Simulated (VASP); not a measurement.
# Ir (Fm-3m) in VASP: settings compared

The runs below take Ir through single point, relaxation of cell and atoms, with PBEsol, PBE, RPBE, PBE+D4.

Everything below comes from runs of VASP 6.6.1. Logs are shortened: lines on timing, memory, paths and dates and some standing lists are left out, and cuts for length are marked.

**1. The cell of the first run**

It takes space group Fm-3m (No. 225, cubic). The conventional cell has a = 3.829 Å, b = 3.829 Å, c = 3.829 Å, α = 90.00°, β = 90.00°, γ = 90.00°. Within 3.6 Å of Ir (site symmetry m-3m) lie 12 Ir at 2.71 Å.

**2. Single point, PBEsol**

Contents of INCAR:

```
SYSTEM = Ir
PREC = Accurate
ENCUT = 520
EDIFF = 1E-6
ISMEAR = 1
SIGMA = 0.1
LREAL = .False.
LASPH = .True.
NELM = 80
ALGO = Normal
ISIF = 2
LWAVE = .False.
LCHARG = .False.
GGA = PS
NBANDS = 10
```

Contents of KPOINTS:

```
Automatic mesh
0
Gamma
  12 12 12
  0 0 0
```

Contents of POSCAR:

```
Ir
1.0
    0.0000000000      1.9143565386      1.9143565386
    1.9143565386      0.0000000000      1.9143565386
    1.9143565386      1.9143565386      0.0000000000
Ir
1
Direct
    0.0000000000      0.0000000000      0.0000000000
```

Potentials or basis: VASP PAW PBE potentials, release 64 (Ir).

Started as:

```sh
$ cat potpaw_PBE.64/Ir/POTCAR > POTCAR
$ mpirun -np 1 vasp_std > vasp.out
```

OUTCAR:

```text
SYSTEM = Ir
   PREC = Accurate
   ENCUT = 520
   EDIFF = 1E-6
   ISMEAR = 1
   LREAL = .False.
   LASPH = .True.
   NELM = 80
   ISIF = 2
   GGA = PS

 ion  position               nearest neighbor table
   1  0.000  0.000  0.000-

  LATTYP: Found a face centered cubic cell.
 ALAT       =     3.8287130772

  Lattice vectors:

 A1 = (   0.0000000000,   1.9143565386,   1.9143565386)
 A2 = (   1.9143565386,   0.0000000000,   1.9143565386)
 A3 = (   1.9143565386,   1.9143565386,   0.0000000000)

Analysis of symmetry for initial positions (statically):
=====================================================================
 Subroutine PRICEL returns:
 Original cell was already a primitive cell.

 Routine SETGRP: Setting up the symmetry group for a
 face centered cubic supercell.

 Subroutine GETGRP returns: Found 48 space group operations
 (whereof 48 operations were pure point group operations)
 out of a pool of 48 trial point group operations.

The static configuration has the point symmetry O_h .

Analysis of symmetry for dynamics (positions and initial velocities):
=====================================================================
 Subroutine PRICEL returns:
 Original cell was already a primitive cell.

 Routine SETGRP: Setting up the symmetry group for a
 face centered cubic supercell.

 Subroutine GETGRP returns: Found 48 space group operations
 (whereof 48 operations were pure point group operations)
 out of a pool of 48 trial point group operations.

The dynamic configuration has the point symmetry O_h .

 Subroutine INISYM returns: Found 48 space group operations
 (whereof 48 operations are pure point group operations),
 and found     1 'primitive' translations

----------------------------------------------------------------------------------------

                                     Primitive cell

  volume of cell :      14.0313

  direct lattice vectors                    reciprocal lattice vectors
     0.000000000  1.914356539  1.914356539    -0.261184367  0.261184367  0.261184367
     1.914356539  0.000000000  1.914356539     0.261184367 -0.261184367  0.261184367
     1.914356539  1.914356539  0.000000000     0.261184367  0.261184367 -0.261184367

  length of vectors
     2.707308980  2.707308980  2.707308980     0.452384593  0.452384593  0.452384593

  position of ions in fractional coordinates (direct lattice)
     0.000000000  0.000000000  0.000000000

  ion indices of the primitive-cell ions
   primitive index   ion index
                 1           1

----------------------------------------------------------------------------------------

 KPOINTS: Automatic mesh

Automatic generation of k-mesh.
 Grid dimensions read from file:
 generate k-points for:   12   12   12

 Generating k-lattice:

  Cartesian coordinates                     Fractional coordinates (reciprocal lattice)
    -0.021765364  0.021765364  0.021765364     0.083333333  0.000000000  0.000000000
     0.021765364 -0.021765364  0.021765364     0.000000000  0.083333333  0.000000000
     0.021765364  0.021765364 -0.021765364     0.000000000  0.000000000  0.083333333

  Length of vectors
     0.037698716  0.037698716  0.037698716

  Shift w.r.t. Gamma in fractional coordinates (k-lattice)
     0.000000000  0.000000000  0.000000000

 Subroutine IBZKPT returns following result:
 ===========================================

 Found     72 irreducible k-points:

 Following reciprocal coordinates:
            Coordinates               Weight
  0.000000  0.000000  0.000000      1.000000
  0.083333  0.000000  0.000000      8.000000
  0.166667  0.000000  0.000000      8.000000
  0.250000  0.000000  0.000000      8.000000
  0.333333  0.000000  0.000000      8.000000
  0.416667  0.000000  0.000000      8.000000
[... 16 lines left out ...]
  0.500000  0.166667  0.000000     24.000000
 -0.416667  0.166667  0.000000     24.000000
 [... further k-points ...]
   k-points           NKPTS =     72   k-points in BZ     NKDIM =     72   number of bands    NBANDS=     10
   number of dos      NEDOS =    301   number of ions     NIONS =      1
   total plane-waves  NPLWV =   8000
   dimension x,y,z NGX =    20 NGY =   20 NGZ =   20
   dimension x,y,z NGXF=    40 NGYF=   40 NGZF=   40
   ions per type =               1
   NGX,Y,Z   is equivalent  to a cutoff of  12.28, 12.28, 12.28 a.u.
   NGXF,Y,Z  is equivalent  to a cutoff of  24.56, 24.56, 24.56 a.u.
 SYSTEM =  Ir
   PREC   = accura    normal or accurate (medium, high low for compatibility)
   ISTART =      0    job   : 0-new  1-cont  2-samecut
   ICHARG =      2    charge: 1-file 2-atom 10-const
   ISPIN  =      1    spin polarized calculation?
   LNONCOLLINEAR =      F non collinear calculations
   LSORBIT =      F    spin-orbit coupling
   LASPH  =      T    aspherical Exc in radial PAW
   ENCUT  =  520.0 eV  38.22 Ry    6.18 a.u.   5.03  5.03  5.03*2*pi/ulx,y,z
   NELM   =     80;   NELMIN=  2; NELMDL= -5     # of ELM steps
   EDIFF  = 0.1E-05   stopping-criterion for ELM
   LREAL  =      F    real-space projection
   EDIFFG = 0.1E-04   stopping-criterion for IOM
   NSW    =      0    number of steps for IOM
   IBRION =     -1    ionic relax: 0-MD 1-quasi-New 2-CG
   NFREE  =      0    steps in history (QN), initial steepest desc. (CG)
   ISIF   =      2    stress and relaxation
   ISYM   =      2    0-nonsym 1-usesym 2-fastsym
   POTIM  = 0.5000    time-step for ionic-motion
   TEBEG  =    0.0;   TEEND  =   0.0 temperature during run
   PSTRESS=    0.0 pullay stress
   NELECT =       9.0000    total number of electrons
   NUPDOWN=      -1.0000    fix difference up-down
   EMIN   =  10.00;   EMAX   =-10.00  energy-range for DOS
   EFERMI =   0.00;   METHOD = LEGACY
   ISMEAR =     1;   SIGMA  =   0.10  broadening in eV -4-tet -1-fermi 0-gaus
   EFERMI_NEDOS =   21; number of points for ismear=-14 and -15
   IALGO  =     38    algorithm
   IMIX   =      4    mixing-type and parameters
     AMIX     =   0.40;   BMIX     =  1.00
     AMIX_MAG =   1.60;   BMIX_MAG =  1.00
  volume/ion in A,a.u.               =      14.03        94.69
  Fermi-wavevector in a.u.,A,eV,Ry     =   1.411853  2.668015 27.120890  1.993329
  Thomas-Fermi vector in A             =   2.533662
   LORBIT       =      0    0 simple, 1 ext, 2 COOP (PROOUT), +10 PAW based schemes
   GGA     = PS    functional components
   LHFCALC =     F    Hartree Fock is set to
   AEXX    =    0.0000 exact exchange contribution
   IVDW    =     0    specifies the selected vdW correction
   LEPSILON=     F    determine dielectric tensor
   LRPA    =     F    only Hartree local field effects (RPA)
 non-spin polarized calculation
 Methfessel and Paxton  Order N= 1 SIGMA  =   0.10
  energy-cutoff  :      520.00
  volume of cell :       14.03
 maximum number of plane-waves:       388
   NGX =  9   NGY =  9   NGZ =  9

 number of electron       9.0000000 magnetization

 Free energy of the ion-electron system (eV)
  ---------------------------------------------------
  ext. energy  EPLUGINS =         0.00000000
  ---------------------------------------------------
  free energy    TOTEN  =        -9.83831841 eV

  energy without entropy =       -9.83899369  energy(sigma->0) =       -9.83854350

 E-fermi :  10.4466     XC(G=0): -14.1505

 val. band max:       10.4250951847   @ k =  -0.2500   0.0833   0.0000
 cond. band min:      10.5138875557   @ k =   0.4167   0.4167   0.0000
 fundamental gap:      0.0887923710
 Fermi energy:        10.4466067338

 k-point     1 :       0.0000    0.0000    0.0000
  band No.  band energies     occupation
      1      -0.8903      2.00000
      2       6.4354      2.00000
      3       6.4354      2.00000
      4       6.4354      2.00000
      5       9.1831      2.00000
      6       9.1831      2.00000
      7      24.6955      0.00000
      8      30.3137      0.00000
      9      30.3137      0.00000
     10      30.3137      0.00000

 k-point     2 :       0.0833    0.0000    0.0000
  band No.  band energies     occupation
      1      -0.5811      2.00000
      2       6.2734      2.00000
      3       6.5672      2.00000
      4       6.5672      2.00000
      5       9.1004      2.00000
      6       9.1004      2.00000
      7      25.2267      0.00000
      8      28.8571      0.00000
      9      30.8253      0.00000
     10      30.8253      0.00000

 k-point     3 :       0.1667    0.0000    0.0000
  band No.  band energies     occupation
      1       0.2674      2.00000
      2       5.9471      2.00000
      3       6.8356      2.00000
      4       6.8356      2.00000
      5       9.0206      2.00000
      6       9.0206      2.00000
      7      26.2858      0.00000
      8      26.7477      0.00000
      9      32.2532      0.00000
     10      32.2532      0.00000

 k-point     4 :       0.2500    0.0000    0.0000
  band No.  band energies     occupation
      1       1.3382      2.00000
      2       5.9115      2.00000
      3       6.8874      2.00000
      4       6.8874      2.00000
      5       9.3613      2.00000
      6       9.3613      2.00000
      7      24.1728      0.00000
      8      27.2038      0.00000
      9      34.1659      0.00000
     10      34.1662      0.00000
[... 222 lines left out ...]
 k-point    22 :       0.4167    0.1667    0.0000
  band No.  band energies     occupation
      1       2.9587      2.00000
      2       5.4940      2.00000
      3       6.2010      2.00000
      4       7.5283      2.00000
      5      11.2226     -0.00000
      6      11.5450     -0.00000
      7      20.8890      0.00000
      8      26.6358      0.00000
      9      28.7701      0.00000
     10      30.9323      0.00000

 k-point    23 :       0.5000    0.1667    0.0000
  band No.  band energies     occupation
      1       3.0424      2.00000
      2       5.5323      2.00000
      3       6.9922      2.00000
      4       7.2861      2.00000
      5      11.3857     -0.00000
      6      13.5810      0.00000
      7      17.9814      0.00000
      8      25.8918      0.00000
      9      28.7754      0.00000
     10      29.3146      0.00000

 k-point    24 :      -0.4167    0.1667    0.0000
  band No.  band energies     occupation
      1       3.1140      2.00000
      2       5.5578      2.00000
      3       7.1723      2.00000
      4       7.3341      2.00000
      5      10.8495     -0.00000
      6      14.1786      0.00000
      7      17.6695      0.00000
      8      25.7185      0.00000
      9      27.9951      0.00000
     10      30.0249      0.00000

 [... further k-points ...]

------------------------ aborting loop because EDIFF is reached ----------------------------------------

  FORCE on cell =-STRESS in cart. coord.  units (eV):
  Direction    XX          YY          ZZ          XY          YZ          ZX
  --------------------------------------------------------------------------------------
  -------------------------------------------------------------------------------------
  Total        0.0887220      0.0887220      0.0887220     -0.0000000      0.0000000      0.0000000
  in kB       10.1307963     10.1307963     10.1307963     -0.0000000      0.0000000      0.0000000
  external PRESSURE =      10.1307963 kB  Pullay stress =       0.0000000 kB

 VOLUME and BASIS-vectors are now :
 -----------------------------------------------------------------------------
  energy-cutoff  :      520.00
  volume of cell :       14.03
      direct lattice vectors                 reciprocal lattice vectors
     0.000000000  1.914356539  1.914356539    -0.261184367  0.261184367  0.261184367
     1.914356539  0.000000000  1.914356539     0.261184367 -0.261184367  0.261184367
     1.914356539  1.914356539  0.000000000     0.261184367  0.261184367 -0.261184367

 POSITION                                       TOTAL-FORCE (eV/Angst)
 -----------------------------------------------------------------------------------
      0.00000      0.00000      0.00000         0.000000      0.000000      0.000000
 -----------------------------------------------------------------------------------
    total drift:                                0.000000     -0.000000     -0.000000

  FREE ENERGIE OF THE ION-ELECTRON SYSTEM (eV)
  ---------------------------------------------------
  free  energy   TOTEN  =        -9.8383184102 eV

  energy  without entropy=       -9.8389936890  energy(sigma->0) =       -9.83854350
```

Run time: 6 s. Hardware: 1 thread of Intel Xeon Platinum 8375C at 2.90GHz (Ice Lake), shared host; peak memory 0.13 GiB.

What came out:

- Free energy: -9.8383 eV
- Pressure: 1.0 GPa

Levels at points of the mesh, in eV from the Fermi level:
| k point | band 1 | band 2 | band 3 | band 4 | band 5 | band 6 | band 7 | band 8 |
| --- | --- | --- | --- | --- | --- | --- | --- | --- |
| (0.00, 0.00, 0.00) | -11.34 | -4.01 | -4.01 | -4.01 | -1.26 | -1.26 | 14.25 | 19.87 |
| (0.50, 0.00, 0.00) | -8.29 | -4.11 | -4.11 | -0.90 | 0.86 | 0.86 | 7.25 | 13.78 |
| (0.50, 0.50, 0.00) | -8.10 | -7.52 | 0.84 | 1.44 | 1.44 | 1.59 | 10.52 | 11.64 |

Caveat: the PAW data sets were made with another functional, which shifts forces and pressure a little; spin-orbit coupling is left out, which moves the levels of the heavy elements.

**3. Single point, PBE**

This run uses another cell than the first one, of 14.48 Å³/atom, 1.032 times its volume.

Contents of INCAR:

```
PREC = Accurate
ENCUT = 520
EDIFF = 1E-6
ISMEAR = 1
SIGMA = 0.1
LREAL = F
LASPH = T
NELM = 100
ALGO = Normal
ISIF = 2
LWAVE = F
LCHARG = F
GGA = PE
NBANDS = 10
```

Contents of KPOINTS:

```
regular mesh
0
Gamma
  12 12 12
```

Contents of POSCAR:

```
Ir
1.0
    0.0000000000      1.9344497659      1.9344497659
    1.9344497659      0.0000000000      1.9344497659
    1.9344497659      1.9344497659      0.0000000000
Ir
1
Direct
    0.0000000000      0.0000000000      0.0000000000
```

Potentials or basis: VASP PAW PBE potentials, release 64 (Ir).

Started as:

```sh
$ cat potpaw_PBE.64/Ir/POTCAR > POTCAR
$ mpirun -np 1 vasp_std > vasp.out
```

It took 6.1 s on 1 thread of Intel Xeon Platinum 8375C at 2.90GHz (Ice Lake), shared host; peak memory 0.13 GiB.

The run converged. Its results:

```yaml
Free_energy: -8.8672 eV
Pressure: 0.5 GPa
```

Levels at points of the mesh, in eV from the Fermi level:
```
           k point  band 1  band 2  band 3  band 4  band 5  band 6  band 7  band 8  band 9
(0.00, 0.00, 0.00)  -10.92   -3.80   -3.80   -3.80   -1.21   -1.21   14.32   19.77   19.77
(0.50, 0.00, 0.00)   -7.91   -3.90   -3.90   -0.75    0.80    0.80    6.98   13.86   19.54
(0.50, 0.50, 0.00)   -7.70   -7.14    0.77    1.36    1.36    1.65   10.14   11.55   11.55
```

Caveat: spin-orbit coupling is left out, which moves the levels of the heavy elements.

**4. Single point, RPBE**

This run uses another cell than the first one, of 14.65 Å³/atom, 1.044 times its volume.

Contents of INCAR:

```
PREC = Accurate
ENCUT = 520
EDIFF = 1E-6
ISMEAR = 1
SIGMA = 0.1
LREAL = F
LASPH = T
NELM = 60
ALGO = Normal
ISIF = 2
LWAVE = F
LCHARG = F
GGA = RP
NBANDS = 10
```

Contents of KPOINTS:

```
Automatic mesh
0
Gamma
  12 12 12
```

Contents of POSCAR:

```
Ir
1.0
    0.0000000000      1.9422090213      1.9422090213
    1.9422090213      0.0000000000      1.9422090213
    1.9422090213      1.9422090213      0.0000000000
Ir
1
Direct
    0.0000000000      0.0000000000      0.0000000000
```

Started as:

```sh
$ cat potpaw_PBE.64/Ir/POTCAR > POTCAR
$ mpirun -np 1 vasp_std > vasp.out
```

Run time: 6.2 s. Hardware: 1 thread of Intel Xeon Platinum 8375C at 2.90GHz (Ice Lake), shared host; peak memory 0.13 GiB.

It converged, with:

```yaml
Free_energy: -8.2069 eV
Pressure: 0.4 GPa
```

Levels at points of the mesh, in eV from the Fermi level:
```csv
k point,band 1,band 2,band 3,band 4,band 5,band 6,band 7,band 8,band 9
"(0.00, 0.00, 0.00)",-10.77,-3.72,-3.72,-3.72,-1.20,-1.20,14.32,19.71,19.71
"(0.50, 0.00, 0.00)",-7.77,-3.82,-3.82,-0.71,0.78,0.78,6.89,13.86,19.45
"(0.50, 0.50, 0.00)",-7.56,-7.00,0.74,1.33,1.33,1.67,10.02,11.51,11.51
```

Caveat: the PAW data sets were made with another functional, which shifts forces and pressure a little; spin-orbit coupling is left out, which moves the levels of the heavy elements.

(Part 1 of 2 ends here.)
